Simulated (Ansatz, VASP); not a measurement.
# Two plane-wave programs on Ti3Se

```
Se Ti
1.0
     3.19745    0.00000    0.00000
    -1.59872    2.76907    0.00000
     0.00000    0.00000    7.94275
Se Ti
1 3
Cartesian
  0.0000 0.0000 0.0000
  1.5987 0.9230 3.9714
  0.0000 1.8460 6.1390
  0.0000 1.8460 1.8038
```

Alike in both runs: functional PBEsol; k mesh 10 × 10 × 4; occupations fermi-dirac, width 0.05 eV; non-collinear spin, spin-orbit coupling.

|  | VASP | Ansatz |
| --- | --- | --- |
| version | VASP 6.6.1 | Ansatz 0.2.0 |
| potentials or method | VASP PAW PBE potentials, release 64 (Se, Ti_sv) | Ansatz PAW |
| plane-wave cutoff (eV) | 520 | 420 |
| valence electrons in the cell | 42 | 52 |
| task | single point | band structure |

|  | VASP | Ansatz | Ansatz less VASP |
| --- | --- | --- | --- |
| pressure (GPa) | -4.3 | -4.4 | -0.10 |
| traceless stress, the component that is largest in VASP (GPa) | -0.23 | -0.24 | -0.007 |
| rms of the force components (eV/Å) | 0.028 | 0.039 | +0.0112 |
| net moment per atom (μB) | 0.00 | 0.00 | 0.000 |

VASP's potentials were made for PBE, not for PBEsol. Atom by atom the forces differ by 0.011 eV/Å (rms over components). With one functional, cell and mesh, what is left measures potentials, basis and numerics. VASP's potentials hold 42 valence electrons a cell and Ansatz's 52, so a difference there can come from the potentials and not from the codes.
